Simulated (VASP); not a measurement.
# Ti4C in VASP: further runs, part 2 of 3

VASP 6.6.1. The steps go on from the part before.

## (3) Single point, LDA

INCAR reads:

```
SYSTEM = Ti4C
ALGO = Normal
DIPOL = 0.5 0.5 0.379
EDIFF = 1E-7
ENCUT = 520
GGA = CA
IDIPOL = 3
ISIF = 2
ISMEAR = 0
LASPH = .TRUE.
LCHARG = .FALSE.
LDIPOL = .TRUE.
LREAL = .FALSE.
LWAVE = .FALSE.
NBANDS = 34
NELM = 80
PREC = Accurate
SIGMA = 0.1
```

KPOINTS reads:

```
k-points
0
G
  9 9 1
  0 0 0
```

POSCAR reads:

```
Ti4C
1.0
    2.8641158382      0.0000000000      0.0000000000
   -1.4320579191      2.4803970752      0.0000000000
    0.0000000000      0.0000000000     22.2412393510
Ti C
4 1
Direct
    0.6666666666      0.3333333333      0.1798460930
    0.3333333333      0.6666666667      0.2818047761
    0.6666666666      0.3333333333      0.3878689313
    0.1669646411      0.3339292821      0.5044714031
    0.5000000000      1.0000000000      0.5434707293
```

Potentials or basis: VASP PAW LDA potentials, release 64 (Ti_sv, C).

Launch:

```sh
cat potpaw_LDA.64/Ti_sv/POTCAR potpaw_LDA.64/C/POTCAR > POTCAR
mpirun -np 1 vasp_std > vasp.out
```

OUTCAR:

```text
SYSTEM = Ti4C
   EDIFF = 1E-7
   ENCUT = 520
   GGA = CA
   ISIF = 2
   ISMEAR = 0
   LASPH = .TRUE.
   LREAL = .FALSE.
   NELM = 80
   PREC = Accurate

 ion  position               nearest neighbor table
   1  0.667  0.333  0.180-   2 2.81   2 2.81   2 2.81
   2  0.333  0.667  0.282-   1 2.81   1 2.81   1 2.81   3 2.88   3 2.88   3 2.88
   3  0.667  0.333  0.388-   2 2.88   2 2.88   2 2.88
   4  0.167  0.334  0.504-   5 1.87   5 1.87   5 1.87
   5  0.500  0.000  0.543-   4 1.87   4 1.87   4 1.87

  LATTYP: Found a hexagonal cell.
 ALAT       =     2.8641158382
 C/A-ratio  =     7.7654817778

  Lattice vectors:

 A1 = (   2.8641158382,   0.0000000000,   0.0000000000)
 A2 = (  -1.4320579191,   2.4803970752,   0.0000000000)
 A3 = (   0.0000000000,   0.0000000000,  22.2412393510)

Analysis of symmetry for initial positions (statically):
=====================================================================
 Subroutine PRICEL returns:
 Original cell was already a primitive cell.

 Routine SETGRP: Setting up the symmetry group for a
 hexagonal supercell.

 Subroutine GETGRP returns: Found  2 space group operations
 (whereof  2 operations were pure point group operations)
 out of a pool of 24 trial point group operations.

The static configuration has the point symmetry C_1h.

Analysis of symmetry for dynamics (positions and initial velocities):
=====================================================================
 Subroutine PRICEL returns:
 Original cell was already a primitive cell.

 Routine SETGRP: Setting up the symmetry group for a
 hexagonal supercell.

 Subroutine GETGRP returns: Found  2 space group operations
 (whereof  2 operations were pure point group operations)
 out of a pool of 24 trial point group operations.

The dynamic configuration has the point symmetry C_1h.

 Subroutine INISYM returns: Found  2 space group operations
 (whereof  2 operations are pure point group operations),
[... 128 lines left out ...]
   AEXX    =    0.0000 exact exchange contribution
   IVDW    =     0    specifies the selected vdW correction
   LEPSILON=     F    determine dielectric tensor
   LRPA    =     F    only Hartree local field effects (RPA)
 non-spin polarized calculation
 Gauss-broadening in eV      SIGMA  =   0.10
  energy-cutoff  :      520.00
  volume of cell :      158.00
 maximum number of plane-waves:      4289
 NGX is ok and might be reduce to    24
   NGX = 11   NGY = 11   NGZ = 83

 dipolmoment           0.000000      0.000000     -0.061592 electrons x Angstroem

 number of electron      52.0000015 magnetization

 dipolmoment           0.000000      0.000000      0.087615 electrons x Angstroem

 Free energy of the ion-electron system (eV)
  ---------------------------------------------------
  ext. energy  EPLUGINS =         0.00000000
  ---------------------------------------------------
  free energy    TOTEN  =       -40.51741770 eV

  energy without entropy =      -40.47838068  energy(sigma->0) =      -40.49789919

 E-fermi :   0.5641     XC(G=0):  -6.3315

 val. band max:        0.5409095918   @ k =   0.1111   0.1111   0.0000
 cond. band min:       0.5697437991   @ k =   0.0000   0.3333   0.0000
 fundamental gap:      0.0288342073
 Fermi energy:         0.5640640302

 k-point     1 :       0.0000    0.0000    0.0000
  band No.  band energies     occupation
      1     -55.5335      2.00000
      2     -55.3745      2.00000
      3     -55.2789      2.00000
      4     -53.9577      2.00000
      5     -32.3726      2.00000
      6     -32.1001      2.00000
[... 877 lines left out ...]
     33       3.1326      0.00000
     34       3.2328      0.00000

 [... further k-points ...]

------------------------ aborting loop because EDIFF is reached ----------------------------------------

 vacuum level on the upper side and lower side of the slab       (xc-potential included)         0.948        -1.295

  FORCE on cell =-STRESS in cart. coord.  units (eV):
  Direction    XX          YY          ZZ          XY          YZ          ZX
  --------------------------------------------------------------------------------------
  -------------------------------------------------------------------------------------
  Total        5.0910807      3.5207343     -2.1482034      0.0000000      0.3617745      0.0000000
  in kB       51.6237783     35.7003979    -21.7828757      0.0000000      3.6684092      0.0000000
  external PRESSURE =      21.8471002 kB  Pullay stress =       0.0000000 kB

 VOLUME and BASIS-vectors are now :
 -----------------------------------------------------------------------------
  energy-cutoff  :      520.00
  volume of cell :      158.00
      direct lattice vectors                 reciprocal lattice vectors
     2.864115838  0.000000000  0.000000000     0.349147889  0.201580628  0.000000000
    -1.432057919  2.480397075  0.000000000     0.000000000  0.403161256  0.000000000
     0.000000000  0.000000000 22.241239351     0.000000000  0.000000000  0.044961523

 POSITION                                       TOTAL-FORCE (eV/Angst)
 -----------------------------------------------------------------------------------
      1.43206      0.82680      4.00000         0.000000      0.022645      0.516693
     -0.00000      1.65360      6.26769         0.000000     -0.087712     -0.081129
      1.43206      0.82680      8.62669         0.000000     -0.008894     -0.437459
      0.00000      0.82828     11.22007         0.000000     -0.004229     -0.080509
      1.43206      0.00000     12.08746        -0.000000      0.078190      0.082404
 -----------------------------------------------------------------------------------
    total drift:                                0.000001     -0.000016     -0.000038

  FREE ENERGIE OF THE ION-ELECTRON SYSTEM (eV)
  ---------------------------------------------------
  free  energy   TOTEN  =       -40.5174176971 eV

  energy  without entropy=      -40.4783806803  energy(sigma->0) =      -40.49789919

 vacuum level on the upper side and lower side of the slab         7.405         5.106
```

OSZICAR:

```text
N       E                     dE             d eps       ncg     rms          rms(c)
DAV:   1     0.669867147642E+03    0.66987E+03   -0.28139E+04  1868   0.161E+03
DAV:   2     0.449688206205E+02   -0.62490E+03   -0.61314E+03  1800   0.510E+02
DAV:   3    -0.374358095093E+02   -0.82405E+02   -0.80411E+02  2912   0.161E+02
[... 25 lines left out ...]
DAV:  29    -0.405174145178E+02   -0.51077E-05   -0.14690E-06  1766   0.594E-03    0.206E-03
DAV:  30    -0.405174169747E+02   -0.24569E-05   -0.34552E-07  1368   0.252E-03    0.119E-03
DAV:  31    -0.405174174584E+02   -0.48373E-06   -0.11779E-07  1226   0.305E-03    0.798E-04
DAV:  32    -0.405174176473E+02   -0.18895E-06   -0.39290E-08   988   0.114E-03    0.608E-04
DAV:  33    -0.405174176971E+02   -0.49745E-07   -0.20926E-08   964   0.997E-04
   1 F= -.40517418E+02 E0= -.40497899E+02  d E =-.390370E-01
```

stdout:

```text
POSCAR found type information on POSCAR TiC
 POSCAR found :  2 types and       5 ions
 scaLAPACK will be used
 LDA part: xc-table for (Slater(with rela. corr.)+CA(PZ))
 , standard interpolation
 POSCAR, INCAR and KPOINTS ok, starting setup
 FFT: planning ... GRIDC
 FFT: planning ... GRID_SOFT
 FFT: planning ... GRID
 WAVECAR not read
 entering main loop
```

Run time: 4.8 min. Hardware: 1 thread of Intel Xeon Platinum 8124M at 3.00GHz (Skylake/Cascade Lake), shared host; peak memory 0.3 GiB.

What came out:

```
Free energy            : -40.5174 eV
Largest force          : 0.517 eV/Å
Band gap on the k mesh : zero (band 26 reaches 1.06 eV, above the bottom of band 27 at 0.37 eV)
```

Forces in eV/Å, atoms in the order of the input:
```
Ti   0.000  0.023  0.517
Ti   0.000 -0.088 -0.081
Ti   0.000 -0.009 -0.437
Ti   0.000 -0.004 -0.081
C    0.000  0.078  0.082
```

(Part 2 of 3 ends here.)
